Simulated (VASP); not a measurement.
A run of VASP 6.6.1 is set up as follows.

The input INCAR:

```
PREC = Accurate
ENCUT = 520
EDIFF = 1E-6
ISMEAR = 0
SIGMA = 0.01
LREAL = False
LASPH = True
NELM = 60
ALGO = Normal
ISIF = 2
LWAVE = False
LCHARG = False
NBANDS = 16
```

Contents of KPOINTS:

```
Automatic mesh
0
Gamma
  6 6 6
```

File POSCAR:

```
CuI
1.0
    2.9896085065      2.9896085065      0.0000000000
   -2.9896085065      2.9896085065      0.0000000000
    0.0000000000      2.9896085065      2.8495054240
Cu I
1 1
Direct
    0.7500000000      0.2500000000      0.5000000000
    0.0000000000      0.0000000000      0.0000000000
```

Potentials or basis: VASP PAW LDA potentials, release 64 (Cu, I).

Command:

```sh
$ cat potpaw_LDA.64/Cu/POTCAR potpaw_LDA.64/I/POTCAR > POTCAR
$ mpirun -np 1 vasp_std > vasp.out
```

What does it give for the band gap on the k mesh?

1.19 eV, direct.

Estimate the pressure.

-0.4 GPa.

Stress tensor (GPa, compression positive):
```
-0.74  0.00  0.00
 0.00 -0.74  0.00
 0.00  0.00  0.22
```

Caveat: the cell differs from its parent crystal (in-plane strain +0.02, then relaxed in part); spin-orbit coupling is left out, which moves the levels of the heavy elements.
